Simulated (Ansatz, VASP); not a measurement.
**Two plane-wave programs on Al2BN3**

Contents of INCAR:

```
  ALGO = Normal
  EDIFF = 1E-6
  EDIFFG = -0.04
  ENCUT = 600
  GGA = PE
  IBRION = 2
  ISIF = 3
  ISMEAR = 0
  LASPH = True
  LCHARG = False
  LREAL = False
  LWAVE = False
  NELM = 80
  NSW = 90
  PREC = Accurate
  SIGMA = 0.1
```

KPOINTS

```
k-points
0
Gamma
  6 6 4
```

File POSCAR:

```
Al2BN3
1.0
    2.9590948373      0.0000000000      0.0000000000
   -1.4795474186      2.5626513013      0.0000000000
    0.0000000000      0.0000000000      7.2336465064
Al B N
2 1 3
Direct
    0.0000000000      0.0000000000      0.9895732369
    0.6666666667      0.3333333333      0.3470330389
    0.3333333333      0.6666666667      0.6541564785
    0.6666666667      0.3333333333      0.0878787641
    0.3333333333      0.6666666667      0.4436040813
    0.0000000000      0.0000000000      0.7277544003
```

Input for Ansatz:

```yaml
crystal:
  lattice:
    - [2.9590948373, 0.0, 0.0]
    - [-1.4795474186, 2.5626513013, 0.0]
    - [0.0, 0.0, 7.2336465064]
  atoms:
    - { symbol: Al, position: [0.0, 0.0, 0.9895732369] }
    - { symbol: Al, position: [0.6666666667, 0.3333333333, 0.3470330389] }
    - { symbol: B, position: [0.3333333333, 0.6666666667, 0.6541564785] }
    - { symbol: "N", position: [0.6666666667, 0.3333333333, 0.0878787641] }
    - { symbol: "N", position: [0.3333333333, 0.6666666667, 0.4436040813] }
    - { symbol: "N", position: [0.0, 0.0, 0.7277544003] }
basis:
  ecutwfc: 420
kpoints:
  mp_grid: { grid: [6, 6, 4] }
hamiltonian:
  xc: pbe
scf:
  occupations: { method: gaussian, width: 0.1 }
  lower_state_search: "off"
output:
  forces: true
  stress: true
  eigenvalues: true
relax:
  adjacent_minimum: "off"
  f_tol: 0.04
  max_steps: 70
  cell: { stress_tol: 0.4 }
```

Alike in both runs: task relaxation of cell and atoms; functional PBE; k mesh 6 × 6 × 4; occupations gaussian, width 0.1 eV; no spin polarisation.

|  | VASP | Ansatz |
| --- | --- | --- |
| version | VASP 6.6.1 | Ansatz 0.2.0 |
| potentials or method | VASP PAW PBE potentials, release 64 (Al, B, N), cutoff 600 eV | scalar-relativistic, plane waves, PAW |
| valence electrons in the cell | 24 | 24 |

|  | VASP | Ansatz | Ansatz less VASP |
| --- | --- | --- | --- |
| gap on the k mesh at the Fermi level, each at its own relaxed structure (eV) | 3.10 | 3.10 | +0.007 |
| relaxed volume (Å³/atom) | 9.14 | 9.14 | 0.000 |
| relaxed cell length with the largest relative difference (Å) | 2.959 | 2.959 | 0.0000 |

Noted on VASP's run: the relaxation stopped at its first step, so nothing moved.
